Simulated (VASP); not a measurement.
BaTiO3, 5 atoms in the cell. The structure is trigonal, space group R3m (No. 160). Conventional cell: a = 5.721 Å, b = 5.721 Å, c = 7.038 Å, α = 90.00°, β = 90.00°, γ = 120.00°. Within 3.7 Å of Ba (site symmetry 3m) lie 12 O at 2.82 to 2.92 Å and 8 Ti at 3.47 to 3.57 Å. Ti (site symmetry 3m) has 6 O at 1.94 to 2.11 Å within 2.6 Å. Within 2.6 Å of O (site symmetry m) lie 2 Ti at 1.94 to 2.11 Å.  This cell differs from its parent crystal: atoms moved along the polar distortion.

```yaml
Program: VASP 6.6.1
Task: single point
Functional: PBE
Potentials_or_basis: VASP PAW PBE potentials, release 64 (Ba_sv, Ti_sv, O_h)
Cutoff: 1340 eV
k_mesh: 6 × 6 × 6
Occupations: gaussian, width 0.01 eV
Spin: no spin polarisation
Hubbard_terms: Ti d U = 4.0 eV
Dipole_correction: no
Further_INCAR_settings: ALGO = Normal; EDIFF = 1e-06; NBANDS = 28
```

Potentials or basis: VASP PAW PBE potentials, release 64 (Ba_sv, Ti_sv, O_h).

Launch:

```bash
$ cat potpaw_PBE.64/Ba_sv/POTCAR potpaw_PBE.64/Ti_sv/POTCAR potpaw_PBE.64/O_h/POTCAR > POTCAR
$ mpirun -np 1 vasp_std > vasp.out
```

Hardware: 1 thread of Intel(R) Xeon(R) Platinum 8259CL CPU @ 2.50GHz (Skylake/Cascade Lake), on a shared host.

**Question.** How long does it take, and how much memory?

**Answer.** Wall time 3.6 min on 1 thread of Intel(R) Xeon(R) Platinum 8259CL CPU @ 2.50GHz (Skylake/Cascade Lake), with other jobs on the host, peak memory 0.5 GiB. Counts: scf iterations 18, k points 32.
